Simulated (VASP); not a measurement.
Runs of VASP 6.6.1 on B. The structure is that of space group I4_1/amd (No. 141), or close to it. The cells are those of the table. 

| task | level | spin | cell | cutoff (eV) | gap on the mesh (eV) | pressure (GPa) |
| --- | --- | --- | --- | --- | --- | --- |
| relaxation of shape and atoms at fixed volume | PBE | off | relaxed from a = 2.590 Å, angles 93.4, 93.4, 151.7°, 2 atoms | 600 | none | 281.2 |
| single point | PBEsol | collinear | a = 2.954 Å, angles 94.1, 94.1, 149.0°, 2 atoms | 520 | none | 24.7 |
| single point | PBE | off | a = 2.430 Å, angles 95.4, 95.4, 144.2°, 2 atoms | 520 | none | (a) |
| single point | PBE | off | a = 3.110 Å, angles 93.8, 93.8, 150.3°, 2 atoms | 520 | none | 9.1 |
| single point | PBE | off | a = 2.954 Å, angles 94.1, 94.1, 149.0°, 2 atoms | 520 | none | 27.7 |
| single point | PBE | off | a = 2.243 Å, angles 95.7, 95.7, 143.4°, 2 atoms | 520 | none | (b) |

Alike in all rows: potentials or basis VASP PAW PBE potentials, release 64 (B); k mesh 21 × 21 × 21; smearing fermi-dirac 0.05 eV.

Fill in the values left out.

(a) 281.1; (b) 591.6.

Caveats: the cell stands under pressure (at least some runs); the PAW data sets were made with another functional, which shifts forces and pressure a little (at least some runs).

A gap of «none» marks levels without a gap at the run's occupations.
